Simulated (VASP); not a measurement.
# BaTiO3 (Amm2) in VASP: a series of runs, part 3 of 3

VASP 6.6.1.

## 4. Relaxation of cell and atoms, PBEsol

This run uses another cell than the first one, of 12.87 Å³/atom.

The input, INCAR:

```
SYSTEM = BaTiO3
ALGO = Normal
EDIFF = 1E-6
EDIFFG = -0.01
ENCUT = 600
GGA = PS
IBRION = 2
ISIF = 3
ISMEAR = 1
LASPH = .TRUE.
LCHARG = .FALSE.
LREAL = .FALSE.
LWAVE = .FALSE.
NELM = 60
NSW = 80
PREC = Accurate
SIGMA = 0.01
```

The input, KPOINTS:

```
k-points
0
G
  6 6 6
  0 0 0
```

The input, POSCAR:

```
BaTiO3
1.0
    3.9855000000      0.0000000000      0.0000000000
    0.0000000000      2.8369000000      2.8451500000
    0.0000000000     -2.8369000000      2.8451500000
Ba Ti O
1 1 3
Direct
    0.0000000000      0.0000000000      0.0000000000
    0.5000000000      0.5124000000      0.5124000000
    0.0000000000      0.4874000000      0.4874000000
    0.5000000000      0.5052400000      0.9918400000
    0.5000000000      0.9918400000      0.5052400000
```

Potentials or basis: VASP PAW PBE potentials, release 64 (Ba_sv, Ti_sv, O).

The run is started by

```console
$ cat potpaw_PBE.64/Ba_sv/POTCAR potpaw_PBE.64/Ti_sv/POTCAR potpaw_PBE.64/O/POTCAR > POTCAR
$ mpirun -np 1 vasp_std > vasp.out
```

OUTCAR:

```text
SYSTEM = BaTiO3
   EDIFF = 1E-6
   EDIFFG = -0.01
   ENCUT = 600
   GGA = PS
   IBRION = 2
   ISIF = 3
   ISMEAR = 1
   LASPH = .TRUE.
   LREAL = .FALSE.
   NELM = 60
   NSW = 80
   PREC = Accurate

 ion  position               nearest neighbor table
   1  0.000  0.000  0.000-   3 2.77   4 2.81   5 2.81   4 2.81   5 2.81   3 2.84   3 2.84   4 2.84
                             5 2.84   5 2.84   4 2.84   3 2.92   2 3.42   2 3.42   2 3.47   2 3.47
   2  0.500  0.512  0.512-   4 1.93   5 1.93   3 2.00   3 2.00   5 2.09   4 2.09   1 3.42   1 3.42
                             1 3.47   1 3.47   1 3.47   1 3.47   1 3.53   1 3.53
   3  0.000  0.487  0.487-   2 2.00   2 2.00   1 2.77   1 2.84   1 2.84   1 2.92
   4  0.500  0.505  0.992-   2 1.93   2 2.09   1 2.81   1 2.81   1 2.84   1 2.84
   5  0.500  0.992  0.505-   2 1.93   2 2.09   1 2.81   1 2.81   1 2.84   1 2.84

  LATTYP: Found a base centered orthorhombic cell.
 ALAT       =     5.6738000000
 B/A-ratio  =     1.0029081039
 C/A-ratio  =     0.7024392823

  Lattice vectors:

 A1 = (   0.0000000000,   2.8369000000,  -2.8451500000)
 A2 = (   0.0000000000,   2.8369000000,   2.8451500000)
 A3 = (   3.9855000000,   0.0000000000,   0.0000000000)

Analysis of symmetry for initial positions (statically):
=====================================================================
 Subroutine PRICEL returns:
 Original cell was already a primitive cell.

 Routine SETGRP: Setting up the symmetry group for a
 base centered orthorhombic supercell.

 Subroutine GETGRP returns: Found  4 space group operations
 (whereof  4 operations were pure point group operations)
 out of a pool of  8 trial point group operations.

The static configuration has the point symmetry C_2v.

Analysis of symmetry for dynamics (positions and initial velocities):
[... 158 lines left out ...]

 number of electron      39.9999992 magnetization

 Free energy of the ion-electron system (eV)
  ---------------------------------------------------
  ext. energy  EPLUGINS =         0.00000000
  ---------------------------------------------------
  free energy    TOTEN  =       -41.98250201 eV

  energy without entropy =      -41.98250201  energy(sigma->0) =      -41.98250201

------------------------ aborting loop because EDIFF is reached ----------------------------------------

  FORCE on cell =-STRESS in cart. coord.  units (eV):
  Direction    XX          YY          ZZ          XY          YZ          ZX
  --------------------------------------------------------------------------------------
  -------------------------------------------------------------------------------------
  Total       -0.8664682     -0.8068046     -1.0598320      0.0000000      0.0000000      0.0000000
  in kB      -21.5775053    -20.0917124    -26.3928081      0.0000000      0.0000000      0.0000000
  external PRESSURE =     -22.6873419 kB  Pullay stress =       0.0000000 kB
[... 98 lines left out ...]
  FREE ENERGIE OF THE ION-ELECTRON SYSTEM (eV)
  ---------------------------------------------------
  free  energy   TOTEN  =       -41.9943779756 eV

  energy  without entropy=      -41.9943779756  energy(sigma->0) =      -41.99437798

[... ionic steps 4 to 12 ...]

--------------------------------------- Ionic step       13  -------------------------------------------

 number of electron      39.9999991 magnetization

------------------------ aborting loop because EDIFF is reached ----------------------------------------
[... 73 lines left out ...]
--------------------------------------- Ionic step       15  -------------------------------------------

 number of electron      39.9999991 magnetization

 Free energy of the ion-electron system (eV)
  ---------------------------------------------------
  ext. energy  EPLUGINS =         0.00000000
  ---------------------------------------------------
  free energy    TOTEN  =       -42.01335386 eV

  energy without entropy =      -42.01335386  energy(sigma->0) =      -42.01335386

 E-fermi :   3.7416     XC(G=0): -11.4995

 val. band max:        3.6807247609   @ k =   0.5000   0.5000   0.5000
 cond. band min:       5.7735788245   @ k =   0.0000   0.0000   0.0000
 fundamental gap:      2.0928540635
 Fermi energy:         3.7416456929

 k-point     1 :       0.0000    0.0000    0.0000
  band No.  band energies     occupation
      1     -52.4492      2.00000
      2     -28.8281      2.00000
      3     -28.8237      2.00000
      4     -28.7779      2.00000
      5     -21.1115      2.00000
      6     -13.1257      2.00000
[... 637 lines left out ...]
     23       7.7091      0.00000
     24       9.3056      0.00000

 [... further k-points ...]

------------------------ aborting loop because EDIFF is reached ----------------------------------------

  FORCE on cell =-STRESS in cart. coord.  units (eV):
  Direction    XX          YY          ZZ          XY          YZ          ZX
  --------------------------------------------------------------------------------------
  -------------------------------------------------------------------------------------
  Total       -0.0257139      0.0148015      0.0177728      0.0000000      0.0000000      0.0000000
  in kB       -0.6421172      0.3696160      0.4438150      0.0000000      0.0000000      0.0000000
  external PRESSURE =       0.0571046 kB  Pullay stress =       0.0000000 kB
[... 20 lines left out ...]
  FREE ENERGIE OF THE ION-ELECTRON SYSTEM (eV)
  ---------------------------------------------------
  free  energy   TOTEN  =       -42.0133538636 eV

  energy  without entropy=      -42.0133538636  energy(sigma->0) =      -42.01335386

 reached required accuracy - stopping structural energy minimisation
```

OSZICAR:

```text
N       E                     dE             d eps       ncg     rms          rms(c)
DAV:   1     0.489037637453E+03    0.48904E+03   -0.23196E+04  2496   0.200E+03
DAV:   2     0.841992866135E+01   -0.48062E+03   -0.47269E+03  2912   0.520E+02
DAV:   3    -0.495800662509E+02   -0.58000E+02   -0.54919E+02  3640   0.160E+02
[... 136 lines left out ...]
DAV:   1    -0.420133997471E+02   -0.16640E-03   -0.64035E-02  2496   0.202E+00    0.951E-02
DAV:   2    -0.420133931838E+02    0.65632E-05   -0.17985E-03  2920   0.361E-01    0.467E-02
DAV:   3    -0.420133629620E+02    0.30222E-04   -0.21676E-04  3128   0.966E-02    0.224E-02
DAV:   4    -0.420133546243E+02    0.83377E-05   -0.49359E-05  3968   0.619E-02    0.122E-02
DAV:   5    -0.420133538636E+02    0.76071E-06   -0.66631E-06  3448   0.223E-02
  15 F= -.42013354E+02 E0= -.42013354E+02  d E =-.121253E-03
```

It took 11 min on 1 thread of Intel Xeon Platinum 8488C (Sapphire Rapids), shared host; peak memory 0.26 GiB.

Results:

```
Free energy                           : -42.0134 eV
Relaxed volume                        : 12.83 Å³/atom
Relaxed cell                          : a = 3.962 Å, b = 4.024 Å, c = 4.024 Å, α = 89.77°, β = 90.00°, γ = 90.00°
Space group after relaxing (to 0.1 Å) : Amm2 (No. 38)
Energy gained by relaxing             : 6.2 meV/atom
Ionic steps                           : 15
Pressure after relaxing               : 0.0 GPa
Largest force after relaxing          : 0.010 eV/Å
Band gap on the k mesh                : 2.09 eV (least direct gap 2.47 eV)
```

Forces on the atoms (eV/Å):
```
Ba   0.000  0.000  0.010
Ti   0.000  0.000 -0.004
O    0.000  0.000 -0.010
O    0.000  0.008  0.002
O    0.000 -0.008  0.002
```

The path:
| step | energy change (eV) | largest force (eV/Å) | pressure (GPa) | volume (Å³) |
| --- | --- | --- | --- | --- |
| 1 | 0.0000 | 0.2804 | -2.27 | 64.34 |
| 2 | -0.0077 | 0.1896 | 2.77 | 62.66 |
| 3 | -0.0119 | 0.2073 | 0.83 | 63.27 |
| 4 | -0.0197 | 0.1555 | 0.68 | 63.42 |
| 5 | -0.0277 | 0.0879 | 0.39 | 63.84 |
| 6 | -0.0278 | 0.0711 | 0.39 | 63.79 |
| 7 | -0.0294 | 0.1010 | -0.64 | 64.22 |
| 8 | -0.0295 | 0.0948 | -0.45 | 64.13 |
| 9 | -0.0301 | 0.0366 | 0.37 | 63.93 |
| 10 | -0.0302 | 0.0415 | 0.13 | 63.99 |
| 11 | -0.0306 | 0.0233 | 0.08 | 64.06 |
| 12 | -0.0307 | 0.0423 | 0.01 | 64.17 |
| 13 | -0.0307 | 0.0255 | -0.01 | 64.13 |
| 14 | -0.0307 | 0.0242 | 0.02 | 64.12 |
| 15 | -0.0309 | 0.0098 | 0.01 | 64.16 |

Final structure:
```yaml
crystal:
  lattice:
    - [3.96210, 0.00000, 0.00000]
    - [0.00000, 2.83986, 2.85110]
    - [0.00000, -2.83986, 2.85110]
  atoms:
    - { symbol: Ba, position: [0.00000, 0.00648, 0.00648] }
    - { symbol: Ti, position: [0.50000, 0.52066, 0.52066] }
    - { symbol: O, position: [0.00000, 0.49200, 0.49200] }
    - { symbol: O, position: [0.50000, 0.49374, 0.98401] }
    - { symbol: O, position: [0.50000, 0.98401, 0.49374] }
```

Levels at points of the mesh, in eV from the valence-band top:
```
           k point  band 17  band 18  band 19  band 20  band 21  band 22  band 23  band 24
(0.00, 0.00, 0.00)    -1.15    -0.47    -0.46    -0.37     2.09     2.27     2.36     4.36
(0.50, 0.00, 0.00)    -1.75    -1.63    -1.14    -1.00     2.49     3.67     3.82     4.35
(0.00, 0.50, 0.00)    -1.91    -1.75    -0.93    -0.78     2.32     3.71     3.74     4.34
(0.50, 0.50, 0.00)    -1.72    -0.94    -0.92    -0.09     3.76     3.77     4.12     4.89
(0.00, 0.50, 0.50)    -1.66    -0.92    -0.86    -0.24     3.72     3.75     4.05     5.14
(0.50, 0.50, 0.50)    -2.41    -0.15    -0.02     0.00     4.29     4.32     4.42     6.44
```

Caveat: the PAW data sets were made with another functional, which shifts forces and pressure a little; spin-orbit coupling is left out, which moves the levels of the heavy elements. A k mesh can miss the band edges.

## 5. Relaxation of cell and atoms, BLYP+D3(BJ)

This run uses another cell than the first one, of 12.87 Å³/atom.

The input, INCAR:

```
  AGGAC = 1.0
  AGGAX = 1.0
  ALDAC = 0.0
  ALDAX = 1.0
  ALGO = Normal
  EDIFF = 1E-6
  EDIFFG = -0.01
  ENCUT = 600
  GGA = B5
  IBRION = 2
  ISIF = 3
  ISMEAR = 1
  IVDW = 12
  LASPH = True
  LCHARG = False
  LREAL = False
  LWAVE = False
  NELM = 100
  NSW = 80
  PREC = Accurate
  SIGMA = 0.01
  VDW_A1 = 0.4298
  VDW_A2 = 4.2359
  VDW_S6 = 1.0
  VDW_S8 = 2.6996
```

The input, KPOINTS:

```
k-points
0
Gamma
  6 6 6
```

POSCAR is that of step 4.

Potentials or basis: VASP PAW PBE potentials, release 64 (Ba_sv, Ti_sv, O).

The run is started by

```console
$ cat potpaw_PBE.64/Ba_sv/POTCAR potpaw_PBE.64/Ti_sv/POTCAR potpaw_PBE.64/O/POTCAR > POTCAR
$ mpirun -np 1 vasp_std > vasp.out
```

OUTCAR:

```text
EDIFF = 1E-6
   EDIFFG = -0.01
   ENCUT = 600
   GGA = B5
   IBRION = 2
   ISIF = 3
   ISMEAR = 1
   IVDW = 12
   LASPH = True
   LREAL = False
   NELM = 100
   NSW = 80
   PREC = Accurate
 IVDW          = 12

 ion  position               nearest neighbor table
   1  0.000  0.000  0.000-   3 2.77   4 2.81   5 2.81   4 2.81   5 2.81   3 2.84   3 2.84   4 2.84
                             5 2.84   5 2.84   4 2.84   3 2.92   2 3.42   2 3.42   2 3.47   2 3.47
   2  0.500  0.512  0.512-   4 1.93   5 1.93   3 2.00   3 2.00   5 2.09   4 2.09   1 3.42   1 3.42
                             1 3.47   1 3.47   1 3.47   1 3.47   1 3.53   1 3.53
   3  0.000  0.487  0.487-   2 2.00   2 2.00   1 2.77   1 2.84   1 2.84   1 2.92
   4  0.500  0.505  0.992-   2 1.93   2 2.09   1 2.81   1 2.81   1 2.84   1 2.84
   5  0.500  0.992  0.505-   2 1.93   2 2.09   1 2.81   1 2.81   1 2.84   1 2.84

  LATTYP: Found a base centered orthorhombic cell.
 ALAT       =     5.6738000000
 B/A-ratio  =     1.0029081039
 C/A-ratio  =     0.7024392823

  Lattice vectors:

 A1 = (   0.0000000000,   2.8369000000,  -2.8451500000)
 A2 = (   0.0000000000,   2.8369000000,   2.8451500000)
 A3 = (   3.9855000000,   0.0000000000,   0.0000000000)

Analysis of symmetry for initial positions (statically):
=====================================================================
 Subroutine PRICEL returns:
 Original cell was already a primitive cell.

 Routine SETGRP: Setting up the symmetry group for a
 base centered orthorhombic supercell.

 Subroutine GETGRP returns: Found  4 space group operations
 (whereof  4 operations were pure point group operations)
 out of a pool of  8 trial point group operations.

The static configuration has the point symmetry C_2v.
[... 172 lines left out ...]

 Edisp (eV)   -3.05479

 E8    (eV) :    -2.2850
[... 114 lines left out ...]
  FREE ENERGIE OF THE ION-ELECTRON SYSTEM (eV)
  ---------------------------------------------------
  free  energy   TOTEN  =       -41.1236317015 eV

  energy  without entropy=      -41.1236317015  energy(sigma->0) =      -41.12363170

[... ionic steps 4 to 13 ...]

--------------------------------------- Ionic step       14  -------------------------------------------

 number of electron      39.9999986 magnetization

------------------------ aborting loop because EDIFF is reached ----------------------------------------
[... 81 lines left out ...]
--------------------------------------- Ionic step       16  -------------------------------------------

 number of electron      39.9999986 magnetization

 Free energy of the ion-electron system (eV)
  ---------------------------------------------------
  ext. energy  EPLUGINS =         0.00000000
  ---------------------------------------------------
  free energy    TOTEN  =       -38.16794534 eV

  energy without entropy =      -38.16794811  energy(sigma->0) =      -38.16794626

 E-fermi :   3.9574     XC(G=0): -10.5773

 val. band max:        3.9489872890   @ k =   0.5000   0.5000   0.5000
 cond. band min:       6.1016446620   @ k =   0.0000   0.0000   0.0000
 fundamental gap:      2.1526573730
 Fermi energy:         3.9573865230

 k-point     1 :       0.0000    0.0000    0.0000
  band No.  band energies     occupation
      1     -52.3453      2.00000
      2     -28.7444      2.00000
      3     -28.7407      2.00000
      4     -28.6923      2.00000
      5     -20.9399      2.00000
      6     -12.7514      2.00000
[... 637 lines left out ...]
     23       7.8414      0.00000
     24       9.3052      0.00000

 [... further k-points ...]

------------------------ aborting loop because EDIFF is reached ----------------------------------------

 Edisp (eV)   -2.97882

 E8    (eV) :    -2.2286
[... 28 lines left out ...]
  FREE ENERGIE OF THE ION-ELECTRON SYSTEM (eV)
  ---------------------------------------------------
  free  energy   TOTEN  =       -41.1467614392 eV

  energy  without entropy=      -41.1467642074  energy(sigma->0) =      -41.14676236

 reached required accuracy - stopping structural energy minimisation
```

Run time: 15 min. Hardware: 1 thread of Intel Xeon Platinum 8488C (Sapphire Rapids), shared host; peak memory 0.28 GiB.

Results:

```
Free energy                           : -41.1468 eV
Relaxed volume                        : 13.20 Å³/atom
Relaxed cell                          : a = 3.989 Å, b = 4.068 Å, c = 4.068 Å, α = 89.70°, β = 90.00°, γ = 90.00°
Space group after relaxing (to 0.1 Å) : Amm2 (No. 38)
Energy gained by relaxing             : 6.9 meV/atom
Ionic steps                           : 16
Pressure after relaxing               : 0.0 GPa
Band gap on the k mesh                : 2.15 eV (least direct gap 2.57 eV)
Dispersion energy per atom            : -0.596 eV
```

Forces in eV/Å, atoms in the order of the input:
```
Ba   0.000  0.000  0.001
Ti   0.000  0.000 -0.001
O    0.000  0.000 -0.002
O    0.000  0.003  0.001
O    0.000 -0.003  0.001
```

Step by step:
```csv
step,energy change (eV),largest force (eV/Å),pressure (GPa),volume (Å³)
1,0.0000,0.2421,2.03,64.34
2,-0.0105,0.2436,-1.68,65.86
3,-0.0114,0.2392,-0.93,65.53
4,-0.0222,0.1881,-0.55,65.54
5,-0.0293,0.1108,0.30,65.56
6,-0.0293,0.1011,0.20,65.56
7,-0.0326,0.0897,-0.02,65.75
8,-0.0329,0.0887,-0.10,65.84
9,-0.0336,0.0594,0.24,65.76
10,-0.0337,0.0430,0.43,65.72
11,-0.0340,0.0374,0.29,65.81
12,-0.0343,0.0386,0.10,65.92
13,-0.0341,0.0471,-0.28,66.13
14,-0.0343,0.0395,-0.03,65.98
15,-0.0344,0.0267,-0.01,65.98
16,-0.0345,0.0027,-0.02,65.99
```

Final structure:
```
Ba Ti O
1.0
     3.98858    0.00000    0.00000
     0.00000    2.86864    2.88386
     0.00000   -2.86864    2.88386
Ba Ti O
1 1 3
Direct
  0.00000 0.00755 0.00755
  0.50000 0.52222 0.52222
  0.00000 0.49080 0.49080
  0.50000 0.49376 0.98254
  0.50000 0.98254 0.49376
```

Levels at points of the mesh, in eV from the valence-band top:
```
           k point  band 17  band 18  band 19  band 20  band 21  band 22  band 23  band 24
(0.00, 0.00, 0.00)    -1.08    -0.52    -0.49    -0.42     2.15     2.35     2.42     4.15
(0.50, 0.00, 0.00)    -1.63    -1.52    -1.15    -1.02     2.51     3.53     3.70     4.13
(0.00, 0.50, 0.00)    -1.77    -1.64    -0.93    -0.77     2.35     3.57     3.59     4.14
(0.50, 0.50, 0.00)    -1.66    -0.93    -0.90    -0.08     3.61     3.63     3.97     4.66
(0.00, 0.50, 0.50)    -1.59    -0.91    -0.84    -0.26     3.57     3.61     3.89     4.92
(0.50, 0.50, 0.50)    -2.36    -0.18    -0.02     0.00     4.09     4.12     4.23     6.48
```

Caveat: the PAW data sets were made with another functional, which shifts forces and pressure a little; spin-orbit coupling is left out, which moves the levels of the heavy elements. A k mesh can miss the band edges.

## 6. Overview

| task | level | cell | cutoff (eV) | gap on the mesh (eV) | pressure (GPa) | relaxed volume (Å³/atom) | largest force (eV/Å) |
| --- | --- | --- | --- | --- | --- | --- | --- |
| single point | BLYP+D3(BJ) | a = 3.975, b = 4.053, c = 4.053 Å, angles 89.7, 90.0, 90.0°, 5 atoms, atomic positions A | 520 | 2.19 | 1.9 | - | 0.13 |
| relaxation of cell and atoms | PBEsol+D3(BJ) | relaxed from a = 3.986, b = 4.018, c = 4.018 Å, angles 89.8, 90.0, 90.0°, 5 atoms, atomic positions B | 600 | 1.97 | 0.0 | 12.48 | 0.01 |
| relaxation of cell and atoms | PBEsol | relaxed from a = 3.986, b = 4.018, c = 4.018 Å, angles 89.8, 90.0, 90.0°, 5 atoms, atomic positions B | 600 | 2.09 | 0.0 | 12.83 | 0.01 |
| relaxation of cell and atoms | BLYP+D3(BJ) | relaxed from a = 3.986, b = 4.018, c = 4.018 Å, angles 89.8, 90.0, 90.0°, 5 atoms, atomic positions B | 600 | 2.15 | 0.0 | 13.20 | - |

Alike in all rows: potentials or basis VASP PAW PBE potentials, release 64 (Ba_sv, Ti_sv, O); no spin polarisation; k mesh 6 × 6 × 6; smearing methfessel-paxton 0.01 eV.

Caveats: the PAW data sets were made with another functional, which shifts forces and pressure a little; spin-orbit coupling is left out, which moves the levels of the heavy elements.

Total energies depend on the potentials used, so only differences within one code and one set of settings carry meaning.
